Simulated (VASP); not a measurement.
Here is a VASP 6.6.1 calculation.

File INCAR:

```
SYSTEM = NaH3
PREC = Accurate
ENCUT = 500
EDIFF = 1E-6
ISMEAR = 0
SIGMA = 0.02
LREAL = .FALSE.
LASPH = .TRUE.
NELM = 120
ALGO = Normal
ISIF = 2
LWAVE = .FALSE.
LCHARG = .TRUE.
GGA = PE
LELF = .TRUE.
LVHAR = .TRUE.
NBANDS = 20
GGA_COMPAT = .FALSE.
```

KPOINTS

```
Automatic mesh
0
G
  6 6 6
  0 0 0
```

Contents of POSCAR:

```
NaH3
1.0
    6.4337046232     -2.2923768535      0.0550282636
    6.4337046232      2.2923768535      0.0550282636
   -1.5440644995      0.0000000000      4.3108320220
Na H
2 6
Direct
    0.2499160927      0.7500839073      0.7500000000
    0.7500839073      0.2499160927      0.2500000000
    0.5463474656      0.9495315805      0.0642205270
    0.7501483005      0.2498516995      0.7500000000
    0.0504684195      0.4536525344      0.4357794730
    0.9495315805      0.5463474656      0.5642205270
    0.4536525344      0.0504684195      0.9357794730
    0.2498516995      0.7501483005      0.2500000000
```

Potentials or basis: VASP PAW PBE potentials, release 64 (Na_pv, H).

Run with:

```bash
$ cat potpaw_PBE.64/Na_pv/POTCAR potpaw_PBE.64/H/POTCAR > POTCAR
$ mpirun -np 1 vasp_std > vasp.out
```

(1) Estimate the band gap on the k mesh.

(2) What does it give for the largest force?

## Answers

(1) 3.03 eV.

(2) 0.005 eV/Å.
